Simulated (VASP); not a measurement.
# Al in VASP: further runs

The runs below take Al through single point, with PBE.

All numbers are computed with VASP 6.6.1; they aren't measurements. Logs are shortened: lines on timing, memory, paths and dates and some standing lists are left out, and cuts for length are marked.

## Step 1: The cell of the first run

The cell holds a slab with vacuum, 4 atoms: a = 2.857 Å, b = 2.857 Å, c = 22.062 Å, α = 90.00°, β = 90.00°, γ = 90.00°.

## Step 2: Single point, PBE

INCAR

```
SYSTEM = Al
PREC = Accurate
ENCUT = 520
EDIFF = 1E-7
ISMEAR = -1
SIGMA = 0.08
LREAL = .FALSE.
LASPH = .TRUE.
NELM = 100
ALGO = Normal
ISIF = 2
LWAVE = .FALSE.
LCHARG = .FALSE.
LDIPOL = .TRUE.
IDIPOL = 3
DIPOL = 0.5 0.5 0.500
GGA = PE
NBANDS = 14
```

KPOINTS

```
Automatic mesh
0
G
  14 14 1
  0 0 0
```

POSCAR

```
Al
1.0
    2.8574853682      0.0000000000      0.0000000000
    0.0000000000      2.8574853682      0.0000000000
    0.0000000000      0.0000000000     22.0616000000
Al
4
Direct
    0.2500000000      0.2500000000      0.3626200764
    0.7500000000      0.7500000000      0.4542066918
    0.2500000000      0.2500000000      0.5457933077
    0.7500000000      0.7500000000      0.6373799236
```

Potentials or basis: VASP PAW PBE potentials, release 64 (Al).

On the command line:

```console
$ cat potpaw_PBE.64/Al/POTCAR > POTCAR
$ mpirun -np 1 vasp_std > vasp.out
```

OUTCAR:

```text
SYSTEM = Al
   PREC = Accurate
   ENCUT = 520
   EDIFF = 1E-7
   ISMEAR = -1
   LREAL = .FALSE.
   LASPH = .TRUE.
   NELM = 100
   ISIF = 2
   GGA = PE

 ion  position               nearest neighbor table
   1  0.250  0.250  0.363-   2 2.86   2 2.86   2 2.86   2 2.86
   2  0.750  0.750  0.454-   1 2.86   1 2.86   1 2.86   1 2.86   3 2.86   3 2.86   3 2.86   3 2.86

   3  0.250  0.250  0.546-   2 2.86   4 2.86   2 2.86   4 2.86   2 2.86   4 2.86   2 2.86   4 2.86

   4  0.750  0.750  0.637-   3 2.86   3 2.86   3 2.86   3 2.86

  LATTYP: Found a simple tetragonal cell.
 ALAT       =     2.8574853682
 C/A-ratio  =     7.7206344591

  Lattice vectors:

 A1 = (   2.8574853682,   0.0000000000,   0.0000000000)
 A2 = (   0.0000000000,   2.8574853682,   0.0000000000)
 A3 = (   0.0000000000,   0.0000000000,  22.0616000000)

Analysis of symmetry for initial positions (statically):
=====================================================================
 Subroutine PRICEL returns:
 Original cell was already a primitive cell.

 Routine SETGRP: Setting up the symmetry group for a
 simple tetragonal supercell.

 Subroutine GETGRP returns: Found 16 space group operations
 (whereof  4 operations were pure point group operations)
 out of a pool of 16 trial point group operations.

The static configuration has the point symmetry C_2h.
 The point group associated with its full space group is D_4h.

Analysis of symmetry for dynamics (positions and initial velocities):
=====================================================================
 Subroutine PRICEL returns:
 Original cell was already a primitive cell.

 Routine SETGRP: Setting up the symmetry group for a
 simple tetragonal supercell.

 Subroutine GETGRP returns: Found 16 space group operations
 (whereof  4 operations were pure point group operations)
 out of a pool of 16 trial point group operations.

The dynamic configuration has the point symmetry C_2h.
 The point group associated with its full space group is D_4h.

 Subroutine INISYM returns: Found 16 space group operations
 (whereof  4 operations are pure point group operations),
 and found     1 'primitive' translations

----------------------------------------------------------------------------------------

                                     Primitive cell

  volume of cell :     180.1379

  direct lattice vectors                    reciprocal lattice vectors
     2.857485368  0.000000000  0.000000000     0.349958047  0.000000000  0.000000000
     0.000000000  2.857485368  0.000000000     0.000000000  0.349958047  0.000000000
     0.000000000  0.000000000 22.061600000     0.000000000  0.000000000  0.045327628

  length of vectors
     2.857485368  2.857485368 22.061600000     0.349958047  0.349958047  0.045327628

  position of ions in fractional coordinates (direct lattice)
     0.250000000  0.250000000  0.362620076
     0.750000000  0.750000000  0.454206692
     0.250000000  0.250000000  0.545793308
     0.750000000  0.750000000  0.637379924

  ion indices of the primitive-cell ions
   primitive index   ion index
                 1           1
                 2           2
                 3           3
                 4           4

----------------------------------------------------------------------------------------

 KPOINTS: Automatic mesh

Automatic generation of k-mesh.
 Grid dimensions read from file:
 generate k-points for:   14   14    1

 Generating k-lattice:

  Cartesian coordinates                     Fractional coordinates (reciprocal lattice)
     0.024997003  0.000000000  0.000000000     0.071428571  0.000000000  0.000000000
     0.000000000  0.024997003  0.000000000     0.000000000  0.071428571  0.000000000
     0.000000000  0.000000000  0.045327628     0.000000000  0.000000000  1.000000000

  Length of vectors
     0.024997003  0.024997003  0.045327628

  Shift w.r.t. Gamma in fractional coordinates (k-lattice)
     0.000000000  0.000000000  0.000000000

 Subroutine IBZKPT returns following result:
 ===========================================

 Found     36 irreducible k-points:

 Following reciprocal coordinates:
            Coordinates               Weight
  0.000000  0.000000  0.000000      1.000000
  0.071429  0.000000  0.000000      4.000000
  0.142857  0.000000  0.000000      4.000000
  0.214286  0.000000  0.000000      4.000000
  0.285714  0.000000  0.000000      4.000000
  0.357143  0.000000  0.000000      4.000000
[... 16 lines left out ...]
  0.285714  0.214286  0.000000      8.000000
  0.357143  0.214286  0.000000      8.000000
 [... further k-points ...]
   k-points           NKPTS =     36   k-points in BZ     NKDIM =     36   number of bands    NBANDS=     14
   number of dos      NEDOS =    301   number of ions     NIONS =      4
   total plane-waves  NPLWV =  96768
   dimension x,y,z NGX =    24 NGY =   24 NGZ =  168
   dimension x,y,z NGXF=    48 NGYF=   48 NGZF=  336
   ions per type =               4
   NGX,Y,Z   is equivalent  to a cutoff of  13.96, 13.96, 12.66 a.u.
   NGXF,Y,Z  is equivalent  to a cutoff of  27.93, 27.93, 25.32 a.u.
 SYSTEM =  Al
   PREC   = accura    normal or accurate (medium, high low for compatibility)
   ISTART =      0    job   : 0-new  1-cont  2-samecut
   ICHARG =      2    charge: 1-file 2-atom 10-const
   ISPIN  =      1    spin polarized calculation?
   LNONCOLLINEAR =      F non collinear calculations
   LSORBIT =      F    spin-orbit coupling
   LASPH  =      T    aspherical Exc in radial PAW
   ENCUT  =  520.0 eV  38.22 Ry    6.18 a.u.   5.31  5.31 41.02*2*pi/ulx,y,z
   NELM   =    100;   NELMIN=  2; NELMDL= -5     # of ELM steps
   EDIFF  = 0.1E-06   stopping-criterion for ELM
   LREAL  =      F    real-space projection
   EDIFFG = 0.1E-05   stopping-criterion for IOM
   NSW    =      0    number of steps for IOM
   IBRION =     -1    ionic relax: 0-MD 1-quasi-New 2-CG
   NFREE  =      0    steps in history (QN), initial steepest desc. (CG)
   ISIF   =      2    stress and relaxation
   ISYM   =      2    0-nonsym 1-usesym 2-fastsym
   POTIM  = 0.5000    time-step for ionic-motion
   TEBEG  =    0.0;   TEEND  =   0.0 temperature during run
   PSTRESS=    0.0 pullay stress
   NELECT =      12.0000    total number of electrons
   NUPDOWN=      -1.0000    fix difference up-down
   EMIN   =  10.00;   EMAX   =-10.00  energy-range for DOS
   EFERMI =   0.00;   METHOD = LEGACY
   ISMEAR =    -1;   SIGMA  =   0.08  broadening in eV -4-tet -1-fermi 0-gaus
   EFERMI_NEDOS =   21; number of points for ismear=-14 and -15
   IALGO  =     38    algorithm
   IMIX   =      4    mixing-type and parameters
     AMIX     =   0.40;   BMIX     =  1.00
     AMIX_MAG =   1.60;   BMIX_MAG =  1.00
  volume/ion in A,a.u.               =      45.03       303.91
  Fermi-wavevector in a.u.,A,eV,Ry     =   0.663642  1.254101  5.992279  0.440420
  Thomas-Fermi vector in A             =   1.737083
   LORBIT       =      0    0 simple, 1 ext, 2 COOP (PROOUT), +10 PAW based schemes
   GGA     = PE    functional components
   LHFCALC =     F    Hartree Fock is set to
   AEXX    =    0.0000 exact exchange contribution
   IVDW    =     0    specifies the selected vdW correction
   LEPSILON=     F    determine dielectric tensor
   LRPA    =     F    only Hartree local field effects (RPA)
 non-spin polarized calculation
  energy-cutoff  :      520.00
  volume of cell :      180.14
 maximum number of plane-waves:      4900
 NGX is ok and might be reduce to    24
   NGX = 11   NGY = 11   NGZ = 83

 number of electron      12.0000000 magnetization

 dipolmoment           0.000000      0.000000      0.000000 electrons x Angstroem

 Free energy of the ion-electron system (eV)
  ---------------------------------------------------
  ext. energy  EPLUGINS =         0.00000000
  ---------------------------------------------------
  free energy    TOTEN  =       -13.99729842 eV

  energy without entropy =      -13.94913144  energy(sigma->0) =      -13.97321493

 E-fermi :   0.3021     XC(G=0):  -4.6305

 val. band max:        0.2927389397   @ k =   0.5000   0.0000   0.0000
 cond. band min:       0.3086797625   @ k =   0.2143   0.0000   0.0000
 fundamental gap:      0.0159408228
 Fermi energy:         0.3021385748

 k-point     1 :       0.0000    0.0000    0.0000
  band No.  band energies     occupation
      1     -10.4134      2.00000
      2      -9.0213      2.00000
      3      -6.8688      2.00000
      4      -4.0265      2.00000
      5      -1.7055      2.00000
      6       1.7442      0.00000
      7       3.7059      0.00000
      8       4.6528      0.00000
      9       4.9023      0.00000
     10       5.9532      0.00000
     11       6.2563      0.00000
     12       6.2563      0.00000
     13       6.6724      0.00000
     14       6.7768      0.00000

 k-point     2 :       0.0714    0.0000    0.0000
  band No.  band energies     occupation
      1     -10.3212      2.00000
      2      -8.9299      2.00000
      3      -6.7783      2.00000
      4      -3.9365      2.00000
      5      -1.6198      2.00000
      6       1.8273      0.00000
      7       3.7959      0.00000
      8       4.2374      0.00000
      9       4.7503      0.00000
     10       4.9884      0.00000
     11       5.5156      0.00000
     12       6.3355      0.00000
     13       6.7678      0.00000
     14       6.8645      0.00000
[... 343 lines left out ...]
      1      -8.1259      2.00000
      2      -6.7517      2.00000
      3      -4.6241      2.00000
      4      -1.8090      2.00000
      5      -0.8059      2.00000
      6       0.3511      0.70347
      7       0.5747      0.06418
      8       2.0073      0.00000
      9       2.5332      0.00000
     10       3.3736      0.00000
     11       4.0090      0.00000
     12       5.2745      0.00000
     13       5.4895      0.00000
     14       6.0105      0.00000

 k-point    24 :       0.3571    0.2143    0.0000
  band No.  band energies     occupation
      1      -7.3118      2.00000
      2      -5.9442      2.00000
      3      -3.8259      2.00000
      4      -2.3794      2.00000
      5      -1.0535      2.00000
      6      -1.0229      2.00000
      7       1.0359      0.00021
      8       1.1812      0.00003
      9       2.6977      0.00000
     10       3.8351      0.00000
     11       4.0682      0.00000
     12       4.7097      0.00000
     13       5.8918      0.00000
     14       6.5153      0.00000

 [... further k-points ...]

------------------------ aborting loop because EDIFF is reached ----------------------------------------

 vacuum level on the upper side and lower side of the slab       (xc-potential included)        -0.080        -0.080

  FORCE on cell =-STRESS in cart. coord.  units (eV):
  Direction    XX          YY          ZZ          XY          YZ          ZX
  --------------------------------------------------------------------------------------
  -------------------------------------------------------------------------------------
  Total       -1.6573536     -1.6573536      0.7405990     -0.0000000      0.0000000      0.0000000
  in kB      -14.7407891    -14.7407891      6.5870155     -0.0000000      0.0000000      0.0000000
  external PRESSURE =      -7.6315209 kB  Pullay stress =       0.0000000 kB

 VOLUME and BASIS-vectors are now :
 -----------------------------------------------------------------------------
  energy-cutoff  :      520.00
  volume of cell :      180.14
      direct lattice vectors                 reciprocal lattice vectors
     2.857485368  0.000000000  0.000000000     0.349958047  0.000000000  0.000000000
     0.000000000  2.857485368  0.000000000     0.000000000  0.349958047  0.000000000
     0.000000000  0.000000000 22.061600000     0.000000000  0.000000000  0.045327628

 POSITION                                       TOTAL-FORCE (eV/Angst)
 -----------------------------------------------------------------------------------
      0.71437      0.71437      7.99998         0.000000     -0.000000     -0.110363
      2.14311      2.14311     10.02053         0.000000      0.000000     -0.037077
      0.71437      0.71437     12.04107         0.000000     -0.000000      0.037077
      2.14311      2.14311     14.06162        -0.000000      0.000000      0.110363
 -----------------------------------------------------------------------------------
    total drift:                               -0.000000      0.000000      0.000001

  FREE ENERGIE OF THE ION-ELECTRON SYSTEM (eV)
  ---------------------------------------------------
  free  energy   TOTEN  =       -13.9972984236 eV

  energy  without entropy=      -13.9491314430  energy(sigma->0) =      -13.97321493

 vacuum level on the upper side and lower side of the slab         4.519         4.519
```

Run time: 1.7 min. Hardware: 1 thread of AMD EPYC 9R45 (Zen 5), shared host; peak memory 0.28 GiB.

Results:

* Free energy: -13.9973 eV
* Largest force: 0.110 eV/Å
* Band gap on the k mesh: zero (band 6 reaches 2.04 eV, above the bottom of band 7 at -0.70 eV)

Forces in eV/Å, atoms in the order of the input:
```
Al   0.000  0.000 -0.110
Al   0.000  0.000 -0.037
Al   0.000  0.000  0.037
Al   0.000  0.000  0.110
```

(Continued in part 2 of 3.)
